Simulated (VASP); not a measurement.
Set up this calculation in VASP 6.6.1, as the native input.

| Item | Value |
| --- | --- |
| Task | single point |
| Functional | r2SCAN0 |
| Potentials or basis | VASP PAW PBE potentials, release 64 (Se) |
| Cutoff | 440 eV |
| k mesh | 5 × 5 × 4 |
| Occupations | methfessel-paxton, width 0.1 eV |
| Spin | no spin polarisation |
| Dipole correction | no |
| Grid for exact exchange (PRECFOCK) | Normal |
| Further INCAR settings | ALGO = Normal; EDIFF = 1e-06; NBANDS = 16 |
| Share of exact exchange | 0.25 |

The system is Se.

```
Se
1.0
     4.36620    0.00000    0.00000
    -2.18310    3.78124    0.00000
     0.00000    0.00000    4.95360
Se
3
Cartesian
  1.6910 2.9289 0.0000
  -0.4921 0.8523 3.3024
  0.9841 0.0000 1.6512
```

These files were run (other wordings do the same):

POSCAR

```
Se
1.0
    4.3662000000      0.0000000000      0.0000000000
   -2.1831000000      3.7812401180      0.0000000000
    0.0000000000      0.0000000000      4.9536000000
Se
3
Direct
    0.7746000000      0.7746000000      0.0000000000
    0.0000000000      0.2254000000      0.6666666667
    0.2254000000      0.0000000000      0.3333333333
```

INCAR.step1

```
SYSTEM = Se
PREC     = Accurate       ! precision mode
ENCUT    = 440            ! plane-wave cutoff, eV
EDIFF    = 1E-5           ! SCF threshold, eV
ISMEAR   = 1              ! smearing method
SIGMA    = 0.1            ! smearing width, eV
LREAL    = .FALSE.        ! projectors in reciprocal space
LASPH    = .TRUE.         ! aspherical terms in the spheres
NELM     = 120            ! most SCF steps
ALGO     = Normal         ! electronic algorithm
ISIF     = 2              ! what is computed and relaxed
LWAVE    = .TRUE.         ! write WAVECAR
LCHARG   = .FALSE.        ! write CHGCAR
GGA      = PE             ! functional
NBANDS   = 16             ! bands
GGA_COMPAT= .FALSE.
```

INCAR.step2

```
SYSTEM = Se
PREC     = Accurate       ! precision mode
ENCUT    = 440            ! plane-wave cutoff, eV
EDIFF    = 1E-6           ! SCF threshold, eV
ISMEAR   = 1              ! smearing method
SIGMA    = 0.1            ! smearing width, eV
LREAL    = .FALSE.        ! projectors in reciprocal space
LASPH    = .TRUE.         ! aspherical terms in the spheres
NELM     = 120            ! most SCF steps
ALGO     = Normal         ! electronic algorithm
ISIF     = 2              ! what is computed and relaxed
LWAVE    = .FALSE.        ! write WAVECAR
LCHARG   = .FALSE.        ! write CHGCAR
METAGGA  = R2SCAN         ! meta-GGA
LHFCALC  = .TRUE.         ! exact exchange
AEXX     = 0.25           ! exact-exchange fraction
LMIXTAU  = .TRUE.       
PRECFOCK = Normal       
ISTART   = 1            
NBANDS   = 16             ! bands
GGA_COMPAT= .FALSE.
```

KPOINTS

```
Automatic mesh
0
G
  5 5 4
  0 0 0
```

Potentials or basis: VASP PAW PBE potentials, release 64 (Se).

Launch:

```bash
$ cat potpaw_PBE.64/Se/POTCAR > POTCAR
$ cp INCAR.step1 INCAR
$ mpirun -np 1 vasp_std > vasp.out
$ cp INCAR.step2 INCAR
$ mpirun -np 1 vasp_std > vasp.out
```

It gave:

| Property | Result |
| --- | --- |
| Pressure | -0.4 GPa |
| Largest force | 0.414 eV/Å |
| Band gap on the k mesh | 2.85 eV (least direct gap 2.94 eV) |

Caveat: the PAW data sets were made with another functional, which shifts forces and pressure a little.

Wall time 26 min on 1 thread of Intel(R) Xeon(R) Platinum 8375C CPU @ 2.90GHz (Ice Lake) (shared host), peak memory 0.21 GiB.
